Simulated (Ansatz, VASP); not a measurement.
# LaTl3: VASP beside Ansatz

```
La Tl
1.0
     4.79900   -0.02399   -0.02399
    -0.02399    4.79900   -0.02399
    -0.02399   -0.02399    4.79900
La Tl
1 3
Direct
  0.00000 0.00000 0.00000
  0.00000 0.50000 0.50000
  0.50000 0.00000 0.50000
  0.50000 0.50000 0.00000
```

Change from the starting cell: equal xy, yz and zx shear strains of -1 %.

Alike in both runs: task single point; functional PBEsol; k mesh 8 × 8 × 8; occupations fermi-dirac, width 0.05 eV; no spin polarisation.

```csv
,VASP,Ansatz
version,VASP 6.6.1,Ansatz 0.2.0
potentials or method,"VASP PAW PBE potentials, release 64 (La, Tl_d), cutoff 500 eV","all-electron LAPW, scalar-relativistic"
```

Ansatz gave:

| Item | Value |
| --- | --- |
| pressure (GPa) | -0.1 |
| traceless stress, the component that is largest in VASP (GPa) | 0.32 |

Q: Which values does VASP return?

A: Pressure (GPa): -0.2; traceless stress, the component that is largest in VASP (GPa): 0.32.

VASP's potentials were made for PBE, not for PBEsol. Ansatz ran all-electron here, and VASP with PAW potentials.

Spin-orbit coupling is off throughout.
